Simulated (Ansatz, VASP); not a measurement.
**GaP: VASP beside Ansatz**

```
CELL_PARAMETERS angstrom
-2.61889 2.61889 1.46877
2.61889 -2.61889 1.46877
2.61889 2.61889 -1.46877
ATOMIC_POSITIONS crystal
Ga 0.25000 0.75000 0.50000
P 0.00000 0.00000 0.00000
```

Alike in both runs: task single point; functional PBEsol; k mesh 16 × 16 × 16; occupations gaussian, width 0.1 eV; no spin polarisation.

```csv
,VASP,Ansatz
version,VASP 6.6.1,Ansatz 0.2.0
potentials or method,"VASP PAW PBE potentials, release 64 (Ga_d, P), cutoff 520 eV","scalar-relativistic, plane waves, PAW"
valence electrons in the cell,18,18
```

|  | VASP | Ansatz | Ansatz less VASP |
| --- | --- | --- | --- |
| gap on the k mesh at the Fermi level (eV) | none | none | - |
| pressure (GPa) | -12.7 | -12.7 | -0.03 |
| traceless stress, the component that is largest in VASP (GPa) | 1.39 | 1.41 | +0.017 |

VASP's potentials were made for PBE, not for PBEsol. A gap of «none» marks a metal or a gap that the smearing closes. With one functional, cell and mesh, what is left measures potentials, basis and numerics.
